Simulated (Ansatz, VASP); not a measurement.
Two plane-wave programs on Al2Cu

Contents of POSCAR:

```
Al2Cu
1.0
    4.1051820000      0.0000000000      0.0000000000
    0.0000000000      4.1051820000      0.0000000000
    0.0000000000      0.0000000000      2.8913130000
Al Cu
2 1
Direct
    0.5000000000      0.0000000000      0.5000000000
    0.0000000000      0.5000000000      0.5000000000
    0.0000000000      0.0000000000      0.0000000000
```

File INCAR.step1:

```
SYSTEM = Al2Cu
PREC     = Accurate       ! precision mode
ENCUT    = 520            ! plane-wave cutoff, eV
ISMEAR   = 0              ! smearing method
SIGMA    = 0.1            ! smearing width, eV
LREAL    = .FALSE.        ! projectors in reciprocal space
LASPH    = .TRUE.         ! aspherical terms in the spheres
NELM     = 100            ! most SCF steps
NBANDS   = 16             ! bands
GGA      = PE             ! functional
ALGO     = Normal         ! electronic algorithm
EDIFF    = 1E-4           ! SCF threshold, eV
LWAVE    = .TRUE.         ! write WAVECAR
LCHARG   = .FALSE.        ! write CHGCAR
```

The input INCAR.step2:

```
SYSTEM = Al2Cu
PREC     = Accurate       ! precision mode
ENCUT    = 520            ! plane-wave cutoff, eV
EDIFF    = 1E-6           ! SCF threshold, eV
ISMEAR   = 0              ! smearing method
SIGMA    = 0.1            ! smearing width, eV
LREAL    = .FALSE.        ! projectors in reciprocal space
LASPH    = .TRUE.         ! aspherical terms in the spheres
NELM     = 100            ! most SCF steps
ALGO     = Normal         ! electronic algorithm
ISIF     = 2              ! what is computed and relaxed
LWAVE    = .FALSE.        ! write WAVECAR
LCHARG   = .TRUE.         ! write CHGCAR
METAGGA  = R2SCAN         ! meta-GGA
LMIXTAU  = .TRUE.       
LELF     = .TRUE.         ! ELF
LVHAR    = .TRUE.       
NBANDS   = 16             ! bands
ISTART   = 1
```

Contents of KPOINTS:

```
regular mesh
0
G
  10 10 14
  0 0 0
```

Input for Ansatz:

```yaml
crystal:
  lattice:
    - [4.105182, 0.0, 0.0]
    - [0.0, 4.105182, 0.0]
    - [0.0, 0.0, 2.891313]
  atoms:
    - { symbol: Al, position: [0.5, 0.0, 0.5] }
    - { symbol: Al, position: [0.0, 0.5, 0.5] }
    - { symbol: Cu, position: [0.0, 0.0, 0.0] }
basis:
  ecutwfc: 600
kpoints:
  mp_grid: { grid: [10, 10, 14] }
hamiltonian:
  xc: r2scan
scf:
  occupations: { method: gaussian, width: 0.1 }
output:
  forces: true
  stress: true
  eigenvalues: true
```

Alike in both runs: task single point; functional r2SCAN; k mesh 10 × 10 × 14; occupations gaussian, width 0.1 eV; no spin polarisation.

```csv
,VASP,Ansatz
version,VASP 6.6.1,Ansatz 0.2.0
potentials or method,"VASP PAW PBE potentials, release 64 (Al, Cu), cutoff 520 eV","scalar-relativistic, plane waves, PAW"
valence electrons in the cell,17,25
```

```csv
,VASP,Ansatz,Ansatz less VASP
gap on the k mesh at the Fermi level (eV),none,none,-
pressure (GPa),-2.3,-2.2,+0.17
"traceless stress, the component that is largest in VASP (GPa)",-0.65,-0.68,-0.035
```

VASP's potentials were made for PBE, not for r2SCAN. A gap of «none» marks a metal or a gap that the smearing closes. With one functional, cell and mesh, what is left measures potentials, basis and numerics. VASP's potentials hold 17 valence electrons a cell and Ansatz's 25, so a difference there can come from the potentials and not from the codes.
